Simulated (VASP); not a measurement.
Here is a VASP 6.6.1 calculation.

File INCAR:

```
SYSTEM = H12CO5
PREC = Accurate ; ENCUT = 520
EDIFF = 1E-6 ; ISMEAR = -1
SIGMA = 0.02 ; LREAL = Auto
LASPH = .True. ; NELM = 80
ALGO = Normal ; ISIF = 2
LWAVE = .False. ; LCHARG = .False.
GGA = PE ; IVDW = 12
NBANDS = 38
```

The input KPOINTS:

```
Automatic mesh
0
Gamma
  1 1 1
  0 0 0
```

Contents of POSCAR:

```
H12CO5
1.0
    5.7184790000      0.0000000000      0.0000000000
    0.0000000000      5.7184790000      0.0000000000
    0.0000000000      0.0000000000      5.7184790000
O H C
5 12 1
Direct
    0.8090263163      0.4058771572      0.5419098330
    0.5188092848      0.3260832120      0.1728081890
    0.7510913304      0.0502231450      0.8458892653
    0.1796456715      0.9630882618      0.0331556695
    0.1925162268      0.6127678356      0.3480121200
    0.9598356486      0.4591255822      0.4670297819
    0.8530939783      0.2614156666      0.6334026933
    0.6008590746      0.3264854168      0.3277270057
    0.4188351483      0.1912221764      0.1661980397
    0.8874212881     -0.0020459986      0.9245990061
    0.6935235751      0.1740847523      0.9555338054
    0.3172696796      0.9308419249     -0.0632860591
    0.1715666001      0.8177873872      0.1330773445
    0.2693023792      0.9190905484      0.5111324183
    0.3019334337      0.4902352531      0.2941516442
    0.2123117004      0.6933661906      0.7008856726
    0.4764029036      0.6857592727      0.5563542334
    0.2985409232      0.7362097509      0.5391818349
```

Potentials or basis: VASP PAW PBE potentials, release 64 (O, H, C).

Command:

```console
$ cat potpaw_PBE.64/O/POTCAR potpaw_PBE.64/H/POTCAR potpaw_PBE.64/C/POTCAR > POTCAR
$ mpirun -np 1 vasp_gam > vasp.out
```

(1) Predict the largest force.

(2) What does it give for the dispersion energy per atom?

(3) Estimate the pressure.

(4) Estimate the band gap on the k mesh.

## Answers

(1) 2.044 eV/Å.

(2) -0.033 eV.

(3) 1.6 GPa.

(4) 5.11 eV.

Caveat: the k points lie up to 1.10 Å⁻¹ apart.
